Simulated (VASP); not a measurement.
Ta:

```
CELL_PARAMETERS angstrom
2.91958 0.00000 0.00000
-1.45979 2.52843 0.00000
0.00000 0.00000 5.20049
ATOMIC_POSITIONS crystal
Ta 0.33333 0.66667 0.25000
Ta 0.66667 0.33333 0.75000
```

This cell differs from its parent crystal: volume scaled by 1.02.

Program: VASP 6.6.1. Alike in all runs: task single point; no spin polarisation; cell as given; k mesh 11 × 11 × 5; cutoff (eV) 520.

Order these runs on this cell by their pressure, lowest first.
A. level RPBE+D3(BJ); potentials or basis VASP PAW PBE potentials, release 64 (Ta_pv); smearing methfessel-paxton 0.2 eV
B. level LDA; potentials or basis VASP PAW LDA potentials, release 64 (Ta_pv); smearing fermi-dirac 0.05 eV
C. level PBEsol; potentials or basis VASP PAW PBE potentials, release 64 (Ta_pv); smearing fermi-dirac 0.05 eV
D. level PBE; potentials or basis VASP PAW PBE potentials, release 64 (Ta_pv); smearing fermi-dirac 0.05 eV

A (-41.0 GPa), B (-14.5 GPa), C (-10.6 GPa), D (-4.5 GPa).

Caveats: the PAW data sets were made with another functional, which shifts forces and pressure a little (some runs); pairwise dispersion overbinds metals, which lowers pressure and volume (some runs).
